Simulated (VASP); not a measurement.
Here is a VASP 6.6.1 calculation.

Contents of INCAR:

```
SYSTEM = LiCa2
  ALGO = Normal
  EDIFF = 1E-6
  ENCUT = 750
  GGA = PE
  GGA_COMPAT = .FALSE.
  ISIF = 2
  ISMEAR = -1
  ISYM = 0
  IVDW = 13
  LASPH = .TRUE.
  LCHARG = .TRUE.
  LELF = .TRUE.
  LREAL = .FALSE.
  LVHAR = .TRUE.
  LWAVE = .FALSE.
  NBANDS = 32
  NELM = 120
  PREC = Accurate
  SIGMA = 0.1
```

The input KPOINTS:

```
Automatic mesh
0
Gamma
  4 4 3
  0 0.5 0.5
```

File POSCAR:

```
LiCa2
1.0
   -0.0489450300      4.4863195700      0.0143215100
    4.4482663800     -0.0489450300      0.0392170100
    2.1337616000      2.1946217900     -7.5512344400
Ca Li
4 2
Direct
    0.5069010000      0.9958690000      0.9878240000
    0.0021450000      0.5232620000      0.0192980000
    0.3422490000      0.2887040000      0.3671260000
    0.6240730000      0.5525750000      0.6891140000
    0.1617190000      0.1634360000      0.7336190000
    0.8641910000      0.8098820000      0.2659920000
```

Potentials or basis: VASP PAW PBE potentials, release 64 (Ca_sv, Li_sv).

The run is started by

```bash
$ cat potpaw_PBE.64/Ca_sv/POTCAR potpaw_PBE.64/Li_sv/POTCAR > POTCAR
$ mpirun -np 1 vasp_std > vasp.out
```

(1) Predict the dispersion energy per atom.

(2) What does it give for the pressure?

(3) What does it give for the largest force?

## Answers

(1) -0.080 eV.

(2) 10.8 GPa.

(3) 2.566 eV/Å.

Caveat: the k points lie up to 0.37 Å⁻¹ apart; forces of over 1 eV/Å act on the atoms, so gaps and moduli don't describe the material at rest.
